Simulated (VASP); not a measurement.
# BN (F-43m) in VASP: vibrations by perturbation theory with LDA

Aim: the vibrations by perturbation theory of BN with LDA.

Everything below comes from runs of VASP 6.6.1. Logs are shortened: lines on timing, memory, paths and dates and some standing lists are left out, and cuts for length are marked.

## (1) The cell of the first run

The structure is cubic, space group F-43m (No. 216). Conventional cell: a = 3.485 Å, b = 3.485 Å, c = 3.485 Å, α = 90.00°, β = 90.00°, γ = 90.00°. B (site symmetry -43m) has 4 N at 1.51 Å within 2.0 Å. Within 2.0 Å of N (site symmetry -43m) lie 4 B at 1.51 Å.

## (2) Vibrations by perturbation theory, LDA

INCAR reads:

```
PREC = Accurate
ENCUT = 600
EDIFF = 1E-8
ISMEAR = 0
SIGMA = 0.01
LREAL = F
LASPH = T
NELM = 120
ALGO = Normal
ISIF = 2
LWAVE = F
LCHARG = F
GGA = CA
IBRION = 8
NSW = 1
LEPSILON = T
GGA_COMPAT = F
```

KPOINTS reads:

```
regular mesh
0
Gamma
  8 8 8
```

POSCAR reads:

```
BN
1.0
    0.0000000000      1.7426292627      1.7426292627
    1.7426292627      0.0000000000      1.7426292627
    1.7426292627      1.7426292627      0.0000000000
B N
1 1
Direct
    0.0000000000      0.0000000000      0.0000000000
    0.2500000000      0.2500000000      0.2500000000
```

Potentials or basis: VASP PAW LDA potentials, release 64 (B, N).

Launch:

```console
$ cat potpaw_LDA.64/B/POTCAR potpaw_LDA.64/N/POTCAR > POTCAR
$ mpirun -np 1 vasp_std > vasp.out
```

OUTCAR:

```text
PREC = Accurate
   ENCUT = 600
   EDIFF = 1E-8
   ISMEAR = 0
   LREAL = F
   LASPH = T
   NELM = 120
   ISIF = 2
   GGA = CA
   IBRION = 8
   NSW = 1
   LEPSILON = T

 ion  position               nearest neighbor table
   1  0.000  0.000  0.000-   2 1.51   2 1.51   2 1.51   2 1.51
   2  0.250  0.250  0.250-   1 1.51   1 1.51   1 1.51   1 1.51

  LATTYP: Found a face centered cubic cell.
 ALAT       =     3.4852585254

  Lattice vectors:

 A1 = (   0.0000000000,   1.7426292627,   1.7426292627)
 A2 = (   1.7426292627,   0.0000000000,   1.7426292627)
 A3 = (   1.7426292627,   1.7426292627,   0.0000000000)

Analysis of symmetry for initial positions (statically):
=====================================================================
 Subroutine PRICEL returns:
 Original cell was already a primitive cell.

 Routine SETGRP: Setting up the symmetry group for a
 face centered cubic supercell.

 Subroutine GETGRP returns: Found 24 space group operations
 (whereof 24 operations were pure point group operations)
 out of a pool of 48 trial point group operations.

The static configuration has the point symmetry T_d .

Analysis of symmetry for dynamics (positions and initial velocities):
=====================================================================
 Subroutine PRICEL returns:
 Original cell was already a primitive cell.

 Routine SETGRP: Setting up the symmetry group for a
 face centered cubic supercell.

 Subroutine GETGRP returns: Found 24 space group operations
 (whereof 24 operations were pure point group operations)
 out of a pool of 48 trial point group operations.

The dynamic configuration has the point symmetry T_d .

 Subroutine INISYM returns: Found 24 space group operations
 (whereof 24 operations are pure point group operations),
 and found     1 'primitive' translations

----------------------------------------------------------------------------------------

                                     Primitive cell

  volume of cell :      10.5839

  direct lattice vectors                    reciprocal lattice vectors
     0.000000000  1.742629263  1.742629263    -0.286922761  0.286922761  0.286922761
     1.742629263  0.000000000  1.742629263     0.286922761 -0.286922761  0.286922761
     1.742629263  1.742629263  0.000000000     0.286922761  0.286922761 -0.286922761

  length of vectors
     2.464449937  2.464449937  2.464449937     0.496964800  0.496964800  0.496964800

  position of ions in fractional coordinates (direct lattice)
     0.000000000  0.000000000  0.000000000
     0.250000000  0.250000000  0.250000000

  ion indices of the primitive-cell ions
   primitive index   ion index
                 1           1
                 2           2

----------------------------------------------------------------------------------------

 KPOINTS: regular mesh

Automatic generation of k-mesh.
 Grid dimensions read from file:
 generate k-points for:    8    8    8

 Generating k-lattice:

  Cartesian coordinates                     Fractional coordinates (reciprocal lattice)
    -0.035865345  0.035865345  0.035865345     0.125000000  0.000000000  0.000000000
     0.035865345 -0.035865345  0.035865345     0.000000000  0.125000000  0.000000000
     0.035865345  0.035865345 -0.035865345     0.000000000  0.000000000  0.125000000

  Length of vectors
     0.062120600  0.062120600  0.062120600

  Shift w.r.t. Gamma in fractional coordinates (k-lattice)
     0.000000000  0.000000000  0.000000000

 Subroutine IBZKPT returns following result:
 ===========================================

 Found     29 irreducible k-points:

 Following reciprocal coordinates:
            Coordinates               Weight
  0.000000  0.000000  0.000000      1.000000
  0.125000  0.000000  0.000000      8.000000
[... 366 lines left out ...]
  energy-cutoff  :      600.00
  volume of cell :       10.58
      direct lattice vectors                 reciprocal lattice vectors
     0.000000000  1.742629263  1.742629263    -0.286922761  0.286922761  0.286922761
     1.742629263  0.000000000  1.742629263     0.286922761 -0.286922761  0.286922761
     1.742629263  1.742629263  0.000000000     0.286922761  0.286922761 -0.286922761

 POSITION                                       TOTAL-FORCE (eV/Angst)
 -----------------------------------------------------------------------------------
      0.00000      0.00000      0.00000        -0.000000     -0.000000      0.000000
      0.87131      0.87131      0.87131         0.000000      0.000000     -0.000000
 -----------------------------------------------------------------------------------
    total drift:                               -0.000000     -0.000000      0.000000

  FREE ENERGIE OF THE ION-ELECTRON SYSTEM (eV)
  ---------------------------------------------------
  free  energy   TOTEN  =       -19.3098560064 eV

  energy  without entropy=      -19.3098560064  energy(sigma->0) =      -19.30985601

 HEAD OF MICROSCOPIC STATIC DIELECTRIC TENSOR (INDEPENDENT PARTICLE, excluding Hartree and local field effects)
 ------------------------------------------------------
           4.662847     0.000000    -0.000000
           0.000000     4.662847    -0.000000
           0.000000     0.000000     4.662847
 ------------------------------------------------------

 Free energy of the ion-electron system (eV)
  ---------------------------------------------------
  ---------------------------------------------------
  free energy    TOTEN  =        -0.10854713 eV

  energy without entropy =       -0.10854713

------------------------ aborting loop because EDIFF is reached ----------------------------------------

--------------------------------------- Ionic step        2  -------------------------------------------

------------------------ aborting loop because EDIFF is reached ----------------------------------------

--------------------------------------- Ionic step        3  -------------------------------------------

------------------------ aborting loop because EDIFF is reached ----------------------------------------

 PIEZOELECTRIC TENSOR FIELD DIRECTION 3  (e Angst)
 -----------------------------------------------------------------------------
    -0.00025 -0.67941  0.00000           ( -0.00000 -0.00852  0.00000)
    -0.67941 -0.00025  0.00000           ( -0.00852 -0.00000  0.00000)
     0.00000  0.00000  0.00015           (  0.00000  0.00000 -0.00000)

 PIEZOELECTRIC TENSOR FIELD DIRECTION 3  (C/m^2)
 -----------------------------------------------------------------------------
    -0.00038 -1.02849  0.00000
    -1.02849 -0.00038  0.00000
     0.00000  0.00000  0.00023

--------------------------------------- Ionic step        4  -------------------------------------------

------------------------ aborting loop because EDIFF is reached ----------------------------------------

[... ionic steps 5 to 6 ...]

--------------------------------------- Ionic step        7  -------------------------------------------

 Free energy of the ion-electron system (eV)
  ---------------------------------------------------
  ---------------------------------------------------
  free energy    TOTEN  =        -0.22880199 eV

  energy without entropy =       -0.22880199

------------------------ aborting loop because EDIFF is reached ----------------------------------------

 INTERNAL STRAIN TENSOR  FOR ION    2  DIRECTION 1   (eV/Angst):
 -----------------------------------------------------------------------------
    -0.04183  0.00000  0.00000
     0.00000  0.02388 -7.31070
     0.00000 -7.31070  0.02388

 MACROSCOPIC STATIC DIELECTRIC TENSOR (including local field effects in DFT)
 ------------------------------------------------------
           4.515202     0.000000     0.000000
           0.000000     4.515202    -0.000000
           0.000000    -0.000000     4.515202
 ------------------------------------------------------

 PIEZOELECTRIC TENSOR (including local field effects)  for field in x, y, z        (e  Angst)
          XX          YY          ZZ          XY          YZ          ZX
  --------------------------------------------------------------------------------
  x     0.00000    -0.00000     0.00000     0.00000    -0.68060     0.00000
  y     0.00000     0.00000     0.00000     0.00000     0.00000    -0.68060
  z     0.00000     0.00000     0.00000    -0.68060     0.00000     0.00000

 PIEZOELECTRIC TENSOR (including local field effects)  for field in x, y, z        (C/m^2)
          XX          YY          ZZ          XY          YZ          ZX
  --------------------------------------------------------------------------------
  x     0.00000    -0.00000     0.00000     0.00000    -1.03029     0.00000
  y     0.00000     0.00000     0.00000     0.00000     0.00000    -1.03029
  z     0.00000     0.00000     0.00000    -1.03029     0.00000     0.00000

 BORN EFFECTIVE CHARGES (including local field effects) (in |e|, cummulative output)
 ---------------------------------------------------------------------------------
 ion    1
    1     1.83526     0.00000     0.00000
    2     0.00000     1.83526     0.00000
    3     0.00000     0.00000     1.83526
 ion    2
    1    -1.83526    -0.00000    -0.00000
    2    -0.00000    -1.83526    -0.00000
    3     0.00000    -0.00000    -1.83526

 INTERNAL STRAIN TENSOR FOR ION    2 for displacements in x,y,z  (eV/Angst):
          X           Y           Z          XY          YZ          ZX
  --------------------------------------------------------------------------------
  x     0.00000     0.00000     0.00000     0.00000    -7.31070     0.00000
  y     0.00000     0.00000     0.00000     0.00000     0.00000    -7.31070
  z     0.00000     0.00000     0.00000    -7.31070     0.00000     0.00000

 SECOND DERIVATIVES (NOT SYMMETRIZED)
 ------------------------------------
               1X          1Y          1Z          2X          2Y          2Z
  1X   -31.225251    0.000000    0.000000   31.225251    0.000000    0.000000
  1Y     0.000000  -31.225251    0.000000    0.000000   31.225251    0.000000
  1Z     0.000000    0.000000  -31.225251    0.000000    0.000000   31.225251
  2X    31.225567    0.000000    0.000000  -31.225567    0.000000    0.000000
  2Y     0.000000   31.225567    0.000000    0.000000  -31.225567    0.000000
  2Z     0.000000    0.000000   31.225567    0.000000    0.000000  -31.225567

 Eigenvectors and eigenvalues of the dynamical matrix
 ----------------------------------------------------

   1 f  =   35.369024 THz   222.230132 2PiTHz 1179.783651 cm-1   146.274464 meV
             X         Y         Z           dx          dy          dz
      0.000000  0.000000  0.000000    -0.751186    0.000000    0.000000
      0.871315  0.871315  0.871315     0.660090    0.000000    0.000000
[... 21 lines left out ...]
   6 f/i=    0.000089 THz     0.000558 2PiTHz    0.002962 cm-1     0.000367 meV
             X         Y         Z           dx          dy          dz
      0.000000  0.000000  0.000000     0.000000    0.230896    0.618390
      0.871315  0.871315  0.871315     0.000000    0.262761    0.703731

--------------------------------------------------------------------------------------------------------

 MACROSCOPIC STATIC DIELECTRIC TENSOR IONIC CONTRIBUTION
 ------------------------------------------------------
           1.844191    -0.000000    -0.000000
          -0.000000     1.844191    -0.000000
          -0.000000    -0.000000     1.844191
 ------------------------------------------------------

 ELASTIC MODULI CONTR FROM IONIC RELAXATION (kBar)
 Direction    XX          YY          ZZ          XY          YZ          ZX
 --------------------------------------------------------------------------------
 XX          -0.0000     -0.0000     -0.0000      0.0000      0.0000      0.0000
 YY          -0.0000     -0.0000     -0.0000      0.0000      0.0000      0.0000
 ZZ          -0.0000     -0.0000     -0.0000      0.0000      0.0000      0.0000
 XY           0.0000      0.0000      0.0000   -251.6022      0.0000      0.0000
 YZ           0.0000      0.0000      0.0000      0.0000   -251.6022      0.0000
 ZX           0.0000      0.0000      0.0000      0.0000      0.0000   -251.6022
 --------------------------------------------------------------------------------

 PIEZOELECTRIC TENSOR IONIC CONTR  for field in x, y, z        (C/m^2)
          XX          YY          ZZ          XY          YZ          ZX
  --------------------------------------------------------------------------------
  x    -0.00000    -0.00000    -0.00000    -0.00000     0.64096    -0.00000
  y    -0.00000    -0.00000    -0.00000    -0.00000    -0.00000     0.64096
  z    -0.00000    -0.00000    -0.00000     0.64096    -0.00000    -0.00000
```

Wall time 84 s (1 thread of Intel Xeon 8259CL, shared host); peak memory 0.14 GiB.

Results:

- Electronic dielectric tensor (diagonal): 4.52
- Born charges (mean of the diagonal): B +1.84; N -1.84 e
- Highest phonon frequency at Γ, LO-TO splitting left out: 1180 cm⁻¹

Phonon frequencies in cm⁻¹ (negative: imaginary):
```csv
q point,frequencies
"(0.000, 0.000, 0.000)",0 0 0 1180 1180 1180
```

Electronic dielectric tensor:
```
4.52 0.00 0.00
0.00 4.52 0.00
0.00 0.00 4.52
```

Born effective charge tensors (e):
atom 1, B
```
1.84 0.00 0.00
0.00 1.84 0.00
0.00 0.00 1.84
```
atom 2, N
```
-1.84  0.00  0.00
 0.00 -1.84  0.00
 0.00  0.00 -1.84
```

Caveat: the k points lie up to 0.39 Å⁻¹ apart; the cell stands under pressure or tension, which shifts response properties.
